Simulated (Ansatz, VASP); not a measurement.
## One calculation of Pb, two programs

```
Pb
1.0
    -2.00225    2.00225    1.62493
     2.00225   -2.00225    1.62493
     2.00225    2.00225   -1.62493
Pb
1
Direct
  0.00000 0.00000 0.00000
```

Alike in both runs: task single point; functional PBEsol; k mesh 8 × 8 × 8; occupations gaussian, width 0.1 eV; no spin polarisation.

|  | VASP | Ansatz |
| --- | --- | --- |
| version | VASP 6.6.1 | Ansatz 0.2.0 |
| potentials or method | VASP PAW PBE potentials, release 64 (Pb_d), cutoff 520 eV | scalar-relativistic, plane waves, PAW |
| valence electrons in the cell | 14 | 14 |

|  | VASP | Ansatz | Ansatz less VASP |
| --- | --- | --- | --- |
| gap on the k mesh at the Fermi level (eV) | none | none | - |
| pressure (GPa) | 9.4 | 9.5 | +0.07 |
| traceless stress, the component that is largest in VASP (GPa) | 1.81 | 1.82 | +0.004 |

VASP's potentials were made for PBE, not for PBEsol. A gap of «none» marks a metal or a gap that the smearing closes.

Spin-orbit coupling is off throughout.
